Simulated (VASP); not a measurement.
Co, 2 atoms in the cell. It takes space group Pm-3m (No. 221, cubic). The conventional cell has a = 2.188 Å, b = 2.188 Å, c = 2.188 Å, α = 90.00°, β = 90.00°, γ = 90.00°. Within 2.9 Å of Co (site symmetry m-3m) lie 6 Co at 2.19 Å. This isn't the form of Co at room conditions, which is hcp.

* Program: VASP 6.6.1
* Task: single point
* Functional: r2SCAN
* Potentials or basis: VASP PAW PBE potentials, release 64 (Co)
* Cutoff: 520 eV
* k mesh: 14 × 14 × 14
* Occupations: fermi-dirac, width 0.05 eV
* Spin: collinear spin, ferromagnetic start
* Starting moments: [-2.018, -2.018] μB
* Dipole correction: no
* Further INCAR settings: ALGO = Normal; EDIFF = 1e-07; NBANDS = 20

Potentials or basis: VASP PAW PBE potentials, release 64 (Co).

The run is started by

```console
$ cat potpaw_PBE.64/Co/POTCAR > POTCAR
$ cp INCAR.step1 INCAR
$ mpirun -np 1 vasp_std > vasp.out
$ cp INCAR.step2 INCAR
$ mpirun -np 1 vasp_std > vasp.out
```

Hardware: 1 thread of Intel(R) Xeon(R) 6975P-C (Granite Rapids), on a shared host.

How long does it take, and how much memory?

It took 110 s on 1 thread of Intel(R) Xeon(R) 6975P-C (Granite Rapids), on a shared host, peak memory 0.2 GiB. Counts: k points 104.
